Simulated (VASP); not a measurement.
# SnO2 (P4_2/mnm) in VASP: a series of runs

SnO2 is run at these levels: PBEsol; tasks: single point, relaxation of cell and atoms.

Everything below comes from runs of VASP 6.6.1. Logs are shortened: lines on timing, memory, paths and dates and some standing lists are left out, and cuts for length are marked.

### 1 The cell of the first run

It takes space group P4_2/mnm (No. 136, tetragonal). Conventional cell: a = 4.769 Å, b = 4.769 Å, c = 3.212 Å, α = 90.00°, β = 90.00°, γ = 90.00°. Sn (site symmetry mmm) has 6 O at 2.07 Å within 2.7 Å. Within 2.7 Å of O (site symmetry m2m) lie 3 Sn at 2.07 Å and 1 O at 2.61 Å.

### 2 Single point, PBEsol

INCAR

```
ALGO = Normal ; EDIFF = 1E-6
ENCUT = 600 ; GGA = PS
GGA_COMPAT = F ; ISIF = 2
ISMEAR = 0 ; LASPH = T
LCHARG = F ; LREAL = F
LWAVE = F ; NBANDS = 35
NELM = 120 ; PREC = Accurate
SIGMA = 0.01
```

KPOINTS

```
k-points
0
Gamma
  6 6 8
```

POSCAR

```
SnO2
1.0
    4.7691315755      0.0000000000      0.0000000000
    0.0000000000      4.7691315755      0.0000000000
    0.0000000000      0.0000000000      3.2120292624
Sn O
2 4
Direct
    0.0000000000      0.0000000000      0.0000000000
    0.5000000000      0.5000000000      0.5000000000
    0.3062736034      0.3062736034      0.0000000000
    0.1937263966      0.8062736034      0.5000000000
    0.6937263966      0.6937263966      0.0000000000
    0.8062736034      0.1937263966      0.5000000000
```

Potentials or basis: VASP PAW PBE potentials, release 64 (Sn_d, O).

Command:

```bash
$ cat potpaw_PBE.64/Sn_d/POTCAR potpaw_PBE.64/O/POTCAR > POTCAR
$ mpirun -np 1 vasp_std > vasp.out
```

OUTCAR:

```text
EDIFF = 1E-6
   ENCUT = 600
   GGA = PS
   ISIF = 2
   ISMEAR = 0
   LASPH = T
   LREAL = F
   NELM = 120
   PREC = Accurate

 ion  position               nearest neighbor table
   1  0.000  0.000  0.000-   3 2.07   5 2.07   4 2.07   6 2.07   4 2.07   6 2.07   2 3.74   2 3.74
                             2 3.74   2 3.74   2 3.74   2 3.74   2 3.74   2 3.74
   2  0.500  0.500  0.500-   4 2.07   6 2.07   5 2.07   3 2.07   3 2.07   5 2.07   1 3.74   1 3.74
                             1 3.74   1 3.74   1 3.74   1 3.74   1 3.74   1 3.74
   3  0.306  0.306  0.000-   1 2.07   2 2.07   2 2.07
   4  0.194  0.806  0.500-   2 2.07   1 2.07   1 2.07
   5  0.694  0.694  0.000-   1 2.07   2 2.07   2 2.07
   6  0.806  0.194  0.500-   2 2.07   1 2.07   1 2.07

  LATTYP: Found a simple tetragonal cell.
 ALAT       =     4.7691315755
 C/A-ratio  =     0.6735040146

  Lattice vectors:

 A1 = (   4.7691315755,   0.0000000000,   0.0000000000)
 A2 = (   0.0000000000,   4.7691315755,   0.0000000000)
 A3 = (   0.0000000000,   0.0000000000,   3.2120292624)

Analysis of symmetry for initial positions (statically):
=====================================================================
 Subroutine PRICEL returns:
 Original cell was already a primitive cell.

 Routine SETGRP: Setting up the symmetry group for a
 simple tetragonal supercell.

 Subroutine GETGRP returns: Found 16 space group operations
 (whereof  8 operations were pure point group operations)
 out of a pool of 16 trial point group operations.

The static configuration has the point symmetry D_2h.
 The point group associated with its full space group is D_4h.

Analysis of symmetry for dynamics (positions and initial velocities):
=====================================================================
 Subroutine PRICEL returns:
 Original cell was already a primitive cell.

 Routine SETGRP: Setting up the symmetry group for a
 simple tetragonal supercell.

 Subroutine GETGRP returns: Found 16 space group operations
 (whereof  8 operations were pure point group operations)
 out of a pool of 16 trial point group operations.

The dynamic configuration has the point symmetry D_2h.
 The point group associated with its full space group is D_4h.

 Subroutine INISYM returns: Found 16 space group operations
 (whereof  8 operations are pure point group operations),
 and found     1 'primitive' translations

----------------------------------------------------------------------------------------

                                     Primitive cell

  volume of cell :      73.0564

  direct lattice vectors                    reciprocal lattice vectors
     4.769131576  0.000000000  0.000000000     0.209681780  0.000000000  0.000000000
     0.000000000  4.769131576  0.000000000     0.000000000  0.209681780  0.000000000
     0.000000000  0.000000000  3.212029262     0.000000000  0.000000000  0.311329667

  length of vectors
     4.769131576  4.769131576  3.212029262     0.209681780  0.209681780  0.311329667

  position of ions in fractional coordinates (direct lattice)
     0.000000000  0.000000000  0.000000000
     0.500000000  0.500000000  0.500000000
     0.306273603  0.306273603  0.000000000
     0.193726397  0.806273603  0.500000000
     0.693726397  0.693726397  0.000000000
     0.806273603  0.193726397  0.500000000

  ion indices of the primitive-cell ions
   primitive index   ion index
                 1           1
                 2           2
                 3           3
                 4           4
                 5           5
                 6           6

----------------------------------------------------------------------------------------

 KPOINTS: k-points

Automatic generation of k-mesh.
 Grid dimensions read from file:
 generate k-points for:    6    6    8

 Generating k-lattice:

  Cartesian coordinates                     Fractional coordinates (reciprocal lattice)
     0.034946963  0.000000000  0.000000000     0.166666667  0.000000000  0.000000000
     0.000000000  0.034946963  0.000000000     0.000000000  0.166666667  0.000000000
     0.000000000  0.000000000  0.038916208     0.000000000  0.000000000  0.125000000

  Length of vectors
     0.034946963  0.034946963  0.038916208

  Shift w.r.t. Gamma in fractional coordinates (k-lattice)
     0.000000000  0.000000000  0.000000000

 Subroutine IBZKPT returns following result:
 ===========================================

 Found     50 irreducible k-points:

 Following reciprocal coordinates:
            Coordinates               Weight
  0.000000  0.000000  0.000000      1.000000
  0.166667  0.000000  0.000000      4.000000
  0.333333  0.000000  0.000000      4.000000
  0.500000  0.000000  0.000000      2.000000
  0.166667  0.166667  0.000000      4.000000
  0.333333  0.166667  0.000000      8.000000
[... 16 lines left out ...]
  0.333333  0.000000  0.250000      8.000000
  0.500000  0.000000  0.250000      4.000000
 [... further k-points ...]
   k-points           NKPTS =     50   k-points in BZ     NKDIM =     50   number of bands    NBANDS=     35
   number of dos      NEDOS =    301   number of ions     NIONS =      6
   total plane-waves  NPLWV =  44800
   dimension x,y,z NGX =    40 NGY =   40 NGZ =   28
   dimension x,y,z NGXF=    80 NGYF=   80 NGZF=   56
   ions per type =               2   4
   NGX,Y,Z   is equivalent  to a cutoff of  13.94, 13.94, 14.49 a.u.
   NGXF,Y,Z  is equivalent  to a cutoff of  27.89, 27.89, 28.98 a.u.
 SYSTEM =  unknown system
   PREC   = accura    normal or accurate (medium, high low for compatibility)
   ISTART =      0    job   : 0-new  1-cont  2-samecut
   ICHARG =      2    charge: 1-file 2-atom 10-const
   ISPIN  =      1    spin polarized calculation?
   LNONCOLLINEAR =      F non collinear calculations
   LSORBIT =      F    spin-orbit coupling
   LASPH  =      T    aspherical Exc in radial PAW
   ENCUT  =  600.0 eV  44.10 Ry    6.64 a.u.   9.53  9.53  6.42*2*pi/ulx,y,z
   NELM   =    120;   NELMIN=  2; NELMDL= -5     # of ELM steps
   EDIFF  = 0.1E-05   stopping-criterion for ELM
   LREAL  =      F    real-space projection
   EDIFFG = 0.1E-04   stopping-criterion for IOM
   NSW    =      0    number of steps for IOM
   IBRION =     -1    ionic relax: 0-MD 1-quasi-New 2-CG
   NFREE  =      0    steps in history (QN), initial steepest desc. (CG)
   ISIF   =      2    stress and relaxation
   ISYM   =      2    0-nonsym 1-usesym 2-fastsym
   POTIM  = 0.5000    time-step for ionic-motion
   TEBEG  =    0.0;   TEEND  =   0.0 temperature during run
   PSTRESS=    0.0 pullay stress
   NELECT =      52.0000    total number of electrons
   NUPDOWN=      -1.0000    fix difference up-down
   EMIN   =  10.00;   EMAX   =-10.00  energy-range for DOS
   EFERMI =   0.00;   METHOD = LEGACY
   ISMEAR =     0;   SIGMA  =   0.01  broadening in eV -4-tet -1-fermi 0-gaus
   EFERMI_NEDOS =   21; number of points for ismear=-14 and -15
   IALGO  =     38    algorithm
   IMIX   =      4    mixing-type and parameters
     AMIX     =   0.40;   BMIX     =  1.00
     AMIX_MAG =   1.60;   BMIX_MAG =  1.00
  volume/ion in A,a.u.               =      12.18        82.17
  Fermi-wavevector in a.u.,A,eV,Ry     =   1.461694  2.762202 29.069534  2.136550
  Thomas-Fermi vector in A             =   2.577996
   LORBIT       =      0    0 simple, 1 ext, 2 COOP (PROOUT), +10 PAW based schemes
   GGA     = PS    functional components
   LHFCALC =     F    Hartree Fock is set to
   AEXX    =    0.0000 exact exchange contribution
   IVDW    =     0    specifies the selected vdW correction
   LEPSILON=     F    determine dielectric tensor
   LRPA    =     F    only Hartree local field effects (RPA)
 non-spin polarized calculation
 Gauss-broadening in eV      SIGMA  =   0.01
  energy-cutoff  :      600.00
  volume of cell :       73.06
 maximum number of plane-waves:      2461
 NGX is ok and might be reduce to    40
   NGX = 19   NGY = 19   NGZ = 13

 number of electron      52.0000006 magnetization

 Free energy of the ion-electron system (eV)
  ---------------------------------------------------
  ext. energy  EPLUGINS =         0.00000000
  ---------------------------------------------------
  free energy    TOTEN  =       -39.67888393 eV

  energy without entropy =      -39.67888393  energy(sigma->0) =      -39.67888393

 E-fermi :   5.9159     XC(G=0): -11.4252

 val. band max:        5.7740615219   @ k =   0.0000   0.0000   0.0000
 cond. band min:       6.6881486730   @ k =   0.0000   0.0000   0.0000
 fundamental gap:      0.9140871511
 Fermi energy:         5.9159049420

 k-point     1 :       0.0000    0.0000    0.0000
  band No.  band energies     occupation
      1     -15.2284      2.00000
      2     -14.4789      2.00000
      3     -14.2352      2.00000
      4     -14.2099      2.00000
      5     -14.2099      2.00000
      6     -14.1409      2.00000
[... 27 lines left out ...]
     34      17.5398      0.00000
     35      18.0821      0.00000

 k-point     2 :       0.1667    0.0000    0.0000
  band No.  band energies     occupation
      1     -15.1871      2.00000
      2     -14.5257      2.00000
      3     -14.2349      2.00000
      4     -14.2081      2.00000
      5     -14.2080      2.00000
      6     -14.1755      2.00000
[... 27 lines left out ...]
     34      17.5592      0.00000
     35      18.0536      0.00000

 k-point     3 :       0.3333    0.0000    0.0000
  band No.  band energies     occupation
      1     -15.0673      2.00000
      2     -14.6784      2.00000
      3     -14.2340      2.00000
      4     -14.2170      2.00000
      5     -14.2044      2.00000
      6     -14.2042      2.00000
[... 27 lines left out ...]
     34      17.7290      0.00000
     35      18.0086      0.00000

 k-point     4 :       0.5000    0.0000    0.0000
  band No.  band energies     occupation
      1     -14.8846      2.00000
      2     -14.8846      2.00000
      3     -14.2307      2.00000
      4     -14.2307      2.00000
      5     -14.2024      2.00000
      6     -14.2024      2.00000
[... 27 lines left out ...]
     34      17.9339      0.00000
     35      17.9750      0.00000

 k-point     5 :       0.1667    0.1667    0.0000
  band No.  band energies     occupation
      1     -15.1552      2.00000
      2     -14.5794      2.00000
      3     -14.2344      2.00000
      4     -14.2105      2.00000
      5     -14.2040      2.00000
      6     -14.1927      2.00000
[... 638 lines left out ...]
 k-point    22 :       0.1667    0.0000    0.2500
  band No.  band energies     occupation
      1     -14.9717      2.00000
      2     -14.7048      2.00000
      3     -14.5984      2.00000
      4     -14.2540      2.00000
      5     -14.1330      2.00000
      6     -14.1325      2.00000
[... 27 lines left out ...]
     34      17.4882      0.00000
     35      17.9558      0.00000

 k-point    23 :       0.3333    0.0000    0.2500
  band No.  band energies     occupation
      1     -14.9585      2.00000
      2     -14.8179      2.00000
      3     -14.4957      2.00000
      4     -14.2831      2.00000
      5     -14.1291      2.00000
      6     -14.1230      2.00000
[... 27 lines left out ...]
     34      17.6830      0.00000
     35      17.9678      0.00000

 k-point    24 :       0.5000    0.0000    0.2500
  band No.  band energies     occupation
      1     -14.9087      2.00000
      2     -14.9087      2.00000
      3     -14.3760      2.00000
      4     -14.3760      2.00000
      5     -14.1242      2.00000
      6     -14.1242      2.00000
[... 27 lines left out ...]
     34      17.8922      0.00000
     35      18.0514      0.00000

 [... further k-points ...]

------------------------ aborting loop because EDIFF is reached ----------------------------------------

  FORCE on cell =-STRESS in cart. coord.  units (eV):
  Direction    XX          YY          ZZ          XY          YZ          ZX
  --------------------------------------------------------------------------------------
  -------------------------------------------------------------------------------------
  Total        0.1831777      0.1831777      0.3149762     -0.0000000      0.0000000      0.0000000
  in kB        4.0172159      4.0172159      6.9076485     -0.0000000      0.0000000      0.0000000
  external PRESSURE =       4.9806934 kB  Pullay stress =       0.0000000 kB

 VOLUME and BASIS-vectors are now :
 -----------------------------------------------------------------------------
  energy-cutoff  :      600.00
  volume of cell :       73.06
      direct lattice vectors                 reciprocal lattice vectors
     4.769131576  0.000000000  0.000000000     0.209681780  0.000000000  0.000000000
     0.000000000  4.769131576  0.000000000     0.000000000  0.209681780  0.000000000
     0.000000000  0.000000000  3.212029262     0.000000000  0.000000000  0.311329667

 POSITION                                       TOTAL-FORCE (eV/Angst)
 -----------------------------------------------------------------------------------
      0.00000      0.00000      0.00000         0.000000     -0.000000      0.000000
      2.38457      2.38457      1.60601         0.000000     -0.000000      0.000000
      1.46066      1.46066      0.00000        -0.010130     -0.010130     -0.000000
      0.92391      3.84522      1.60601         0.010130     -0.010130      0.000000
      3.30847      3.30847      0.00000         0.010130      0.010130      0.000000
      3.84522      0.92391      1.60601        -0.010130      0.010130      0.000000
 -----------------------------------------------------------------------------------
    total drift:                               -0.000000     -0.000000     -0.000000

  FREE ENERGIE OF THE ION-ELECTRON SYSTEM (eV)
  ---------------------------------------------------
  free  energy   TOTEN  =       -39.6788839350 eV

  energy  without entropy=      -39.6788839350  energy(sigma->0) =      -39.67888393
```

It took 3.2 min on 1 thread of Oxide Virtual Turin-like, shared host; peak memory 0.24 GiB.

Results:

```yaml
Free_energy: -39.6789 eV
Pressure: 0.5 GPa
Largest_force: 0.014 eV/Å
Band_gap_on_the_k_mesh: 0.91 eV
```

Forces on the atoms (eV/Å):
```
Sn   0.000  0.000  0.000
Sn   0.000  0.000  0.000
O   -0.010 -0.010  0.000
O    0.010 -0.010  0.000
O    0.010  0.010  0.000
O   -0.010  0.010  0.000
```

Levels at points of the mesh, in eV from the valence-band top:
```tsv
k point	band 24	band 25	band 26	band 27	band 28	band 29
(0.00, 0.00, 0.00)	-0.78	-0.78	0.00	0.91	5.85	6.04
(0.50, 0.00, 0.00)	-1.22	-0.63	-0.63	4.13	4.13	6.80
(0.50, 0.50, 0.00)	-1.35	-0.89	-0.89	4.53	4.53	7.23
(0.00, 0.00, 0.50)	-1.64	-1.25	-1.25	5.87	5.87	9.43
(0.50, 0.00, 0.50)	-1.09	-0.73	-0.73	6.14	6.14	7.73
(0.50, 0.50, 0.50)	-0.96	-0.82	-0.82	4.55	4.55	8.61
```

Caveat: the PAW data sets were made with another functional, which shifts forces and pressure a little; spin-orbit coupling is left out, which moves the levels of the heavy elements.

(Continued in part 2 of 2.)
